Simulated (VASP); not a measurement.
# Al2Cu in VASP: a series of runs

Al2Cu is run at these levels: PBE+D4, PBE+U, PBE; tasks: single point.

Program: VASP 6.6.1. These are calculated values, not measurements. Logs are shortened: lines on timing, memory, paths and dates and some standing lists are left out, and cuts for length are marked.

## Step 1: The cell of the first run

It takes space group P4/mmm (No. 123, tetragonal). Conventional cell: a = 4.105 Å, b = 4.105 Å, c = 2.891 Å, α = 90.00°, β = 90.00°, γ = 90.00°. Within 3.3 Å of Al (site symmetry mmm) lie 4 Cu at 2.51 Å and 6 Al at 2.89 to 2.90 Å. Cu (site symmetry 4/mmm) has 8 Al at 2.51 Å and 2 Cu at 2.89 Å within 3.3 Å.

## Step 2: Single point, PBE+D4

File INCAR:

```
SYSTEM = Al2Cu
PREC = Accurate ; ENCUT = 520
EDIFF = 1E-7 ; ISMEAR = -1
SIGMA = 0.08617333262145177 ; LREAL = .FALSE.
LASPH = .TRUE. ; NELM = 60
ALGO = Normal ; ISIF = 2
LWAVE = .FALSE. ; LCHARG = .FALSE.
GGA = PE ; IVDW = 13
NBANDS = 16
```

File KPOINTS:

```
regular mesh
0
G
  1 1 2
  0 0 0
```

File POSCAR:

```
Al2Cu
1.0
    4.1051820000      0.0000000000      0.0000000000
    0.0000000000      4.1051820000      0.0000000000
    0.0000000000      0.0000000000      2.8913130000
Al Cu
2 1
Direct
    0.5000000000      0.0000000000      0.5000000000
    0.0000000000      0.5000000000      0.5000000000
    0.0000000000      0.0000000000      0.0000000000
```

Potentials or basis: VASP PAW PBE potentials, release 64 (Al, Cu).

Run with:

```
$ cat potpaw_PBE.64/Al/POTCAR potpaw_PBE.64/Cu/POTCAR > POTCAR
$ mpirun -np 1 vasp_std > vasp.out
```

OUTCAR:

```text
SYSTEM = Al2Cu
   PREC = Accurate
   ENCUT = 520
   EDIFF = 1E-7
   ISMEAR = -1
   LREAL = .FALSE.
   LASPH = .TRUE.
   NELM = 60
   ISIF = 2
   GGA = PE
   IVDW = 13

 ion  position               nearest neighbor table
   1  0.500  0.000  0.500-   3 2.51   3 2.51   3 2.51   3 2.51   2 2.90   2 2.90   2 2.90   2 2.90

   2  0.000  0.500  0.500-   3 2.51   3 2.51   3 2.51   3 2.51   1 2.90   1 2.90   1 2.90   1 2.90

   3  0.000  0.000  0.000-   1 2.51   2 2.51   1 2.51   2 2.51   2 2.51   2 2.51   1 2.51   1 2.51

  LATTYP: Found a simple tetragonal cell.
 ALAT       =     4.1051820000
 C/A-ratio  =     0.7043081159

  Lattice vectors:

 A1 = (   4.1051820000,   0.0000000000,   0.0000000000)
 A2 = (   0.0000000000,   4.1051820000,   0.0000000000)
 A3 = (   0.0000000000,   0.0000000000,   2.8913130000)

Analysis of symmetry for initial positions (statically):
=====================================================================
 Subroutine PRICEL returns:
 Original cell was already a primitive cell.

 Routine SETGRP: Setting up the symmetry group for a
 simple tetragonal supercell.

 Subroutine GETGRP returns: Found 16 space group operations
 (whereof 16 operations were pure point group operations)
 out of a pool of 16 trial point group operations.

The static configuration has the point symmetry D_4h.

Analysis of symmetry for dynamics (positions and initial velocities):
=====================================================================
 Subroutine PRICEL returns:
 Original cell was already a primitive cell.

 Routine SETGRP: Setting up the symmetry group for a
 simple tetragonal supercell.

 Subroutine GETGRP returns: Found 16 space group operations
 (whereof 16 operations were pure point group operations)
 out of a pool of 16 trial point group operations.

The dynamic configuration has the point symmetry D_4h.

 Subroutine INISYM returns: Found 16 space group operations
 (whereof 16 operations are pure point group operations),
 and found     1 'primitive' translations

----------------------------------------------------------------------------------------

                                     Primitive cell

  volume of cell :      48.7259

  direct lattice vectors                    reciprocal lattice vectors
     4.105182000  0.000000000  0.000000000     0.243594559  0.000000000  0.000000000
     0.000000000  4.105182000  0.000000000     0.000000000  0.243594559  0.000000000
     0.000000000  0.000000000  2.891313000     0.000000000  0.000000000  0.345863627

  length of vectors
[... 67 lines left out ...]
   ISIF   =      2    stress and relaxation
   ISYM   =      2    0-nonsym 1-usesym 2-fastsym
   POTIM  = 0.5000    time-step for ionic-motion
   TEBEG  =    0.0;   TEEND  =   0.0 temperature during run
   PSTRESS=    0.0 pullay stress
   NELECT =      17.0000    total number of electrons
   NUPDOWN=      -1.0000    fix difference up-down
   EMIN   =  10.00;   EMAX   =-10.00  energy-range for DOS
   EFERMI =   0.00;   METHOD = LEGACY
   ISMEAR =    -1;   SIGMA  =   0.09  broadening in eV -4-tet -1-fermi 0-gaus
   EFERMI_NEDOS =   21; number of points for ismear=-14 and -15
   IALGO  =     38    algorithm
   IMIX   =      4    mixing-type and parameters
     AMIX     =   0.40;   BMIX     =  1.00
     AMIX_MAG =   1.60;   BMIX_MAG =  1.00
  volume/ion in A,a.u.               =      16.24       109.61
  Fermi-wavevector in a.u.,A,eV,Ry     =   1.152492  2.177894 18.071765  1.328237
  Thomas-Fermi vector in A             =   2.289142
   LORBIT       =      0    0 simple, 1 ext, 2 COOP (PROOUT), +10 PAW based schemes
   GGA     = PE    functional components
   LHFCALC =     F    Hartree Fock is set to
   AEXX    =    0.0000 exact exchange contribution
   IVDW    =    13    specifies the selected vdW correction
   LEPSILON=     F    determine dielectric tensor
   LRPA    =     F    only Hartree local field effects (RPA)
 non-spin polarized calculation
  energy-cutoff  :      520.00
  volume of cell :       48.73
 maximum number of plane-waves:      1339
 NGX is ok and might be reduce to    30
   NGX = 15   NGY = 15   NGZ = 11

 number of electron      16.9999978 magnetization

 Free energy of the ion-electron system (eV)
  ---------------------------------------------------
  ext. energy  EPLUGINS =         0.00000000
  ---------------------------------------------------
  free energy    TOTEN  =        -7.65322660 eV

  energy without entropy =       -7.65280718  energy(sigma->0) =       -7.65301689

 E-fermi :   8.8248     XC(G=0): -10.4048

 val. band max:        8.1092509675   @ k =   0.0000   0.0000   0.0000
 cond. band min:       9.5822395592   @ k =   0.0000   0.0000   0.5000
 fundamental gap:      1.4729885917
 Fermi energy:         8.8248489894

 k-point     1 :       0.0000    0.0000    0.0000
  band No.  band energies     occupation
      1      -3.4046      2.00000
      2       1.8063      2.00000
      3       2.4374      2.00000
      4       3.0508      2.00000
      5       3.2576      2.00000
      6       3.2576      2.00000
[... 8 lines left out ...]
     15      14.2266      0.00000
     16      19.4015      0.00000

 k-point     2 :       0.0000    0.0000    0.5000
  band No.  band energies     occupation
      1       0.6002      2.00000
      2       1.0696      2.00000
      3       2.2541      2.00000
      4       2.2541      2.00000
      5       2.5037      2.00000
      6       3.2358      2.00000
[... 8 lines left out ...]
     15      14.5123      0.00000
     16      15.7191      0.00000

------------------------ aborting loop because EDIFF is reached ----------------------------------------

  DFT-D4 for vdW energy calculation

  Edisp (eV):   -1.09920

  FORCE on cell =-STRESS in cart. coord.  units (eV):
  Direction    XX          YY          ZZ          XY          YZ          ZX
  --------------------------------------------------------------------------------------
  -------------------------------------------------------------------------------------
  Total       7.52864     7.52864    -7.91484     0.00000     0.00000    -0.00000
  in kB     247.55233   247.55233  -260.25108     0.00000     0.00000    -0.00000
  external pressure =       78.28 kB  Pullay stress =        0.00 kB

 VOLUME and BASIS-vectors are now :
 -----------------------------------------------------------------------------
  energy-cutoff  :      520.00
  volume of cell :       48.73
      direct lattice vectors                 reciprocal lattice vectors
     4.105182000  0.000000000  0.000000000     0.243594559  0.000000000  0.000000000
     0.000000000  4.105182000  0.000000000     0.000000000  0.243594559  0.000000000
     0.000000000  0.000000000  2.891313000     0.000000000  0.000000000  0.345863627

 POSITION                                       TOTAL-FORCE (eV/Angst)
 -----------------------------------------------------------------------------------
      2.05259      0.00000      1.44566         0.000000      0.000000      0.000000
      0.00000      2.05259      1.44566         0.000000      0.000000      0.000000
      0.00000      0.00000      0.00000         0.000000      0.000000      0.000000
 -----------------------------------------------------------------------------------
    total drift:                                0.000000      0.000000      0.000000

  FREE ENERGIE OF THE ION-ELECTRON SYSTEM (eV)
  ---------------------------------------------------
  free  energy   TOTEN  =        -8.7524299072 eV

  energy  without entropy=       -8.7520104782  energy(sigma->0) =       -8.75222019
```

Run time: 6.3 s. Hardware: 1 thread of AMD EPYC 7R13, shared host; peak memory 0.12 GiB.

What came out:

- Free energy: -8.7524 eV
- Pressure: 7.8 GPa
- Dispersion energy per atom: -0.366 eV

Levels at points of the mesh, in eV from the Fermi level:
| k point | band 6 | band 7 | band 8 | band 9 | band 10 | band 11 |
| --- | --- | --- | --- | --- | --- | --- |
| (0.00, 0.00, 0.00) | -5.57 | -4.07 | -4.07 | -1.78 | -0.72 | 4.23 |
| (0.00, 0.00, 0.50) | -5.59 | -4.51 | 0.76 | 0.87 | 0.87 | 1.05 |

Caveat: the k points lie up to 1.53 Å⁻¹ apart; pairwise dispersion overbinds metals, which lowers pressure and volume.

## Step 3: Single point, PBE+U

This run uses another cell than the first one, of 14.05 Å³/atom, 0.865 times its volume.

File INCAR:

```
SYSTEM = Al2Cu
PREC = Accurate
ENCUT = 520
EDIFF = 1E-6
ISMEAR = 0
SIGMA = 0.1
LREAL = .False.
LASPH = .True.
NELM = 150
ALGO = Normal
ISIF = 2
LWAVE = .False.
LCHARG = .False.
LMAXMIX = 4
LDAU = .True.
LDAUTYPE = 1
LDAUL = -1 2
LDAUU = 0 7
LDAUJ = 0 0.84
LDAUPRINT = 1
GGA = PE
NBANDS = 16
```

File KPOINTS:

```
Automatic mesh
0
Gamma
  2 2 2
  0 0 0
```

File POSCAR:

```
Al2Cu
1.0
    3.9114500189      0.0000000000      0.0000000000
    0.0000000000      3.9114500189      0.0000000000
    0.0000000000      0.0000000000      2.7548659934
Al Cu
2 1
Direct
    0.5000000000      0.0000000000      0.5000000000
    0.0000000000      0.5000000000      0.5000000000
    0.0000000000      0.0000000000      0.0000000000
```

Potentials or basis: VASP PAW PBE potentials, release 64 (Al, Cu).

Run with:

```
$ cat potpaw_PBE.64/Al/POTCAR potpaw_PBE.64/Cu/POTCAR > POTCAR
$ mpirun -np 1 vasp_std > vasp.out
```

It took 6.8 s on 1 thread of AMD EPYC 7R13, shared host; peak memory 0.11 GiB.

The run converged. Its results:

- Free energy: -9.0604 eV
- Pressure: 15.1 GPa

Stress tensor (GPa, compression positive):
```
 5.97  0.00  0.00
 0.00  5.97  0.00
 0.00  0.00 33.22
```

Levels at points of the mesh, in eV from the Fermi level:
| k point | band 5 | band 6 | band 7 | band 8 | band 9 | band 10 | band 11 | band 12 |
| --- | --- | --- | --- | --- | --- | --- | --- | --- |
| (0.00, 0.00, 0.00) | -5.61 | -5.61 | -2.24 | -2.24 | 0.31 | 1.09 | 7.17 | 7.28 |
| (0.50, 0.00, 0.00) | -5.87 | -5.63 | -5.60 | -0.69 | 1.72 | 2.10 | 2.61 | 8.75 |
| (0.50, 0.50, 0.00) | -5.93 | -5.62 | -5.62 | -5.54 | -3.16 | 9.23 | 9.23 | 10.74 |
| (0.00, 0.00, 0.50) | -6.31 | -5.80 | -4.05 | 2.96 | 2.97 | 2.97 | 3.22 | 3.22 |
| (0.50, 0.00, 0.50) | -5.66 | -4.82 | -3.15 | -2.80 | -1.91 | 4.23 | 4.77 | 4.94 |
| (0.50, 0.50, 0.50) | -5.51 | -3.26 | -2.15 | -2.15 | -0.93 | -0.31 | 0.33 | 0.33 |

Eigenvalues of the final occupation matrices:
```
    site  spin  trace               eigenvalues
site 3 d     1   4.64  0.91 0.92 0.92 0.94 0.96
site 3 d     2   4.64  0.91 0.92 0.92 0.94 0.96
```

Caveat: the k points lie up to 1.14 Å⁻¹ apart; U without spin polarisation on a metal has little footing; the U is typed as a test and isn't derived for this compound.

(Continued in part 2 of 2.)
